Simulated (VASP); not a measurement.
# Co (Pm-3m) in VASP: further runs, part 3 of 3

VASP 6.6.1. The steps go on from the part before.

**5. Single point, BLYP, collinear spin, ferromagnetic start (11.94 Å³/atom)**

This run uses another cell than the first one, of 11.94 Å³/atom.

INCAR

```
PREC     = Accurate       # precision mode
ENCUT    = 520            # plane-wave cutoff, eV
EDIFF    = 1E-7           # SCF threshold, eV
ISMEAR   = -1             # smearing method
SIGMA    = 0.05           # smearing width, eV
LREAL    = False          # projectors in reciprocal space
LASPH    = True           # aspherical terms in the spheres
NELM     = 150            # most SCF steps
ALGO     = Normal         # electronic algorithm
ISIF     = 2              # what is computed and relaxed
LWAVE    = False          # write WAVECAR
LCHARG   = False          # write CHGCAR
ISPIN    = 2              # spin polarisation
MAGMOM   = -1.754 -1.754  # initial moments
LORBIT   = 11             # projections on sites
LMAXMIX  = 4              # l up to which the mixer works
GGA      = B5             # functional
ALDAX    = 1.0          
AGGAX    = 1.0          
AGGAC    = 1.0          
ALDAC    = 0.0          
NBANDS   = 20             # bands
```

KPOINTS

```
regular mesh
0
Gamma
  13 13 13
```

POSCAR

```
Co
1.0
    0.0000000000      2.2858466931      2.2858466931
    2.2858466931      0.0000000000      2.2858466931
    2.2858466931      2.2858466931      0.0000000000
Co
2
Direct
    0.0000000000      0.0000000000      0.0000000000
    0.5000000000      0.5000000000      0.5000000000
```

Potentials or basis: VASP PAW PBE potentials, release 64 (Co).

Launch:

```sh
$ cat potpaw_PBE.64/Co/POTCAR > POTCAR
$ mpirun -np 1 vasp_std > vasp.out
```

OUTCAR:

```text
PREC = Accurate
   ENCUT = 520
   EDIFF = 1E-7
   ISMEAR = -1
   LREAL = False
   LASPH = True
   NELM = 150
   ISIF = 2
   ISPIN = 2
   LORBIT = 11
   GGA = B5

 ion  position               nearest neighbor table
   1  0.000  0.000  0.000-   2 2.29   2 2.29   2 2.29   2 2.29   2 2.29   2 2.29
   2  0.500  0.500  0.500-   1 2.29   1 2.29   1 2.29   1 2.29   1 2.29   1 2.29

  LATTYP: Found a face centered cubic cell.
 ALAT       =     4.5716933862

  Lattice vectors:

 A1 = (   0.0000000000,   2.2858466931,   2.2858466931)
 A2 = (   2.2858466931,   0.0000000000,   2.2858466931)
 A3 = (   2.2858466931,   2.2858466931,   0.0000000000)

Analysis of symmetry for initial positions (statically):
=====================================================================
 Subroutine PRICEL returns following result:

  LATTYP: Found a simple cubic cell.
 ALAT       =     2.2858466931
[... 12 lines left out ...]
 Subroutine GETGRP returns: Found 48 space group operations
 (whereof 48 operations were pure point group operations)
 out of a pool of 48 trial point group operations.

The static configuration has the point symmetry O_h .

Analysis of symmetry for dynamics (positions and initial velocities):
=====================================================================
 Subroutine PRICEL returns following result:

  LATTYP: Found a simple cubic cell.
 ALAT       =     2.2858466931
[... 12 lines left out ...]
 Subroutine GETGRP returns: Found 48 space group operations
 (whereof 48 operations were pure point group operations)
 out of a pool of 48 trial point group operations.

The dynamic configuration has the point symmetry O_h .

Analysis of structural, dynamic, and magnetic symmetry:
=====================================================================
 Subroutine PRICEL returns following result:

  LATTYP: Found a simple cubic cell.
 ALAT       =     2.2858466931
[... 12 lines left out ...]
 Subroutine GETGRP returns: Found 48 space group operations
 (whereof 48 operations were pure point group operations)
 out of a pool of 48 trial point group operations.
[... 140 lines left out ...]
  ext. energy  EPLUGINS =         0.00000000
  ---------------------------------------------------
  free energy    TOTEN  =       -10.80481993 eV

  energy without entropy =      -10.77877803  energy(sigma->0) =      -10.79179898

 E-fermi :   9.6960     XC(G=0): -12.1301

 val. band max:        9.6928565791   @ k =  -0.2308   0.2308   0.0769
 cond. band min:       9.6973545784   @ k =  -0.4615   0.3846   0.1538
 fundamental gap:      0.0044979992
 Fermi energy:         9.6960051719

 spin component 1

 k-point     1 :       0.0000    0.0000    0.0000
  band No.  band energies     occupation
      1       1.4429      1.00000
      2       6.3326      1.00000
      3       6.3326      1.00000
      4       6.9197      1.00000
      5       6.9197      1.00000
      6       6.9197      1.00000
[... 541 lines left out ...]
     19      31.0457      0.00000
     20      36.9027      0.00000

 [... further k-points ...]

 spin component 2

 k-point     1 :       0.0000    0.0000    0.0000
  band No.  band energies     occupation
      1       1.2993      1.00000
      2       5.2592      1.00000
      3       5.2592      1.00000
      4       5.4301      1.00000
      5       5.4301      1.00000
      6       5.4301      1.00000
[... 541 lines left out ...]
     19      30.6507      0.00000
     20      36.5901      0.00000

 [... further k-points ...]

------------------------ aborting loop because EDIFF is reached ----------------------------------------

  FORCE on cell =-STRESS in cart. coord.  units (eV):
  Direction    XX          YY          ZZ          XY          YZ          ZX
  --------------------------------------------------------------------------------------
  -------------------------------------------------------------------------------------
  Total        2.4498566      2.4498566      2.4498566     -0.0000000      0.0000000     -0.0000000
  in kB      164.3160339    164.3160339    164.3160339     -0.0000000      0.0000000     -0.0000000
  external PRESSURE =     164.3160339 kB  Pullay stress =       0.0000000 kB

 VOLUME and BASIS-vectors are now :
 -----------------------------------------------------------------------------
  energy-cutoff  :      520.00
  volume of cell :       23.89
      direct lattice vectors                 reciprocal lattice vectors
     0.000000000  2.285846693  2.285846693    -0.218737329  0.218737329  0.218737329
     2.285846693  0.000000000  2.285846693     0.218737329 -0.218737329  0.218737329
     2.285846693  2.285846693  0.000000000     0.218737329  0.218737329 -0.218737329

 POSITION                                       TOTAL-FORCE (eV/Angst)
 -----------------------------------------------------------------------------------
      0.00000      0.00000      0.00000        -0.000000     -0.000000     -0.000000
      2.28585      2.28585      2.28585         0.000000      0.000000      0.000000
 -----------------------------------------------------------------------------------
    total drift:                                0.000000     -0.000000      0.000000

  FREE ENERGIE OF THE ION-ELECTRON SYSTEM (eV)
  ---------------------------------------------------
  free  energy   TOTEN  =       -10.8048199340 eV

  energy  without entropy=      -10.7787780341  energy(sigma->0) =      -10.79179898

 total charge

# of ion       s       p       d       tot
------------------------------------------
    1        0.514   0.432   7.371   8.317
    2        0.514   0.432   7.371   8.317
--------------------------------------------------
tot          1.028   0.865  14.741  16.634

 magnetization (x)

# of ion       s       p       d       tot
------------------------------------------
    1       -0.005   0.006  -1.615  -1.614
    2       -0.005   0.006  -1.615  -1.614
--------------------------------------------------
tot         -0.010   0.013  -3.231  -3.229
```

OSZICAR:

```text
N       E                     dE             d eps       ncg     rms          rms(c)
DAV:   1     0.924782434830E+02    0.92478E+02   -0.75179E+03  7048   0.112E+03
DAV:   2    -0.686337124132E+01   -0.99342E+02   -0.89451E+02  6800   0.215E+02
DAV:   3    -0.119014221071E+02   -0.50381E+01   -0.47113E+01  7480   0.582E+01
DAV:   4    -0.119934921742E+02   -0.92070E-01   -0.91943E-01  8464   0.700E+00
DAV:   5    -0.119964193128E+02   -0.29271E-02   -0.29268E-02  8044   0.115E+00    0.120E+01
DAV:   6    -0.110924048924E+02    0.90401E+00   -0.49665E+00  8052   0.440E+01    0.594E+00
DAV:   7    -0.108258815319E+02    0.26652E+00   -0.80593E-01  8140   0.165E+01    0.329E+00
DAV:   8    -0.108129151471E+02    0.12966E-01   -0.10612E-02  8336   0.774E-01    0.166E+00
DAV:   9    -0.108049968252E+02    0.79183E-02   -0.18232E-03 10028   0.546E-01    0.312E-01
DAV:  10    -0.108048072997E+02    0.18953E-03   -0.39568E-04  9696   0.208E-01    0.853E-02
DAV:  11    -0.108048201151E+02   -0.12815E-04   -0.71054E-05  7712   0.105E-01    0.433E-02
DAV:  12    -0.108048193788E+02    0.73630E-06   -0.37512E-06  7476   0.190E-02    0.145E-02
DAV:  13    -0.108048196503E+02   -0.27150E-06   -0.10356E-06  8208   0.112E-02    0.518E-03
DAV:  14    -0.108048199138E+02   -0.26358E-06   -0.18761E-07  7056   0.343E-03    0.113E-03
DAV:  15    -0.108048199340E+02   -0.20167E-07   -0.83099E-09  3828   0.980E-04
   1 F= -.10804820E+02 E0= -.10791799E+02  d E =-.260419E-01  mag=    -3.2294
```

It took 82 s on 1 thread of AMD EPYC 9R45 (Zen 5), shared host; peak memory 0.15 GiB.

What came out:

```yaml
Free_energy: -10.8048 eV
Pressure: 16.4 GPa
Net_moment: -3.23 μB per cell
Site_moments: Co -1.61 μB
Valence_electrons_inside_the_program's_atomic_spheres: Co 8.32
```

Levels at points of the mesh, in eV from the Fermi level:
Spin up:
```
           k point  band 3  band 4  band 5  band 6  band 7  band 8  band 9  band 10  band 11  band 12
(0.00, 0.00, 0.00)   -3.36   -2.78   -2.78   -2.78    1.19    1.19    1.19     1.86     1.86    12.63
```
Spin down:
| k point | band 9 | band 10 | band 11 | band 12 | band 13 | band 14 |
| --- | --- | --- | --- | --- | --- | --- |
| (0.00, 0.00, 0.00) | -0.83 | 0.43 | 0.43 | 12.29 | 12.29 | 12.29 |

Caveat: the cell stands under pressure; the PAW data sets were made with another functional, which shifts forces and pressure a little.

**6. The runs side by side**

```csv
cell,gap on the mesh (eV),pressure (GPa),moment (μB)
"a = 3.140 Å, angles 60.0°, 2 atoms",none,36.7,2.94
"a = 3.187 Å, angles 60.0°, 2 atoms",none,25.2,3.07
"a = 3.233 Å, angles 60.0°, 2 atoms",none,16.4,3.23
```

Alike in all rows: task single point; level BLYP; potentials or basis VASP PAW PBE potentials, release 64 (Co); spin collinear, ferromagnetic start; k mesh 13 × 13 × 13; cutoff (eV) 520; smearing fermi-dirac 0.05 eV.

Caveats: the cell stands under pressure; the PAW data sets were made with another functional, which shifts forces and pressure a little.

Absolute energies hang on the potentials; compare differences alone.

The gap in the log of VASP goes by the Fermi energy; the results here count the filled bands.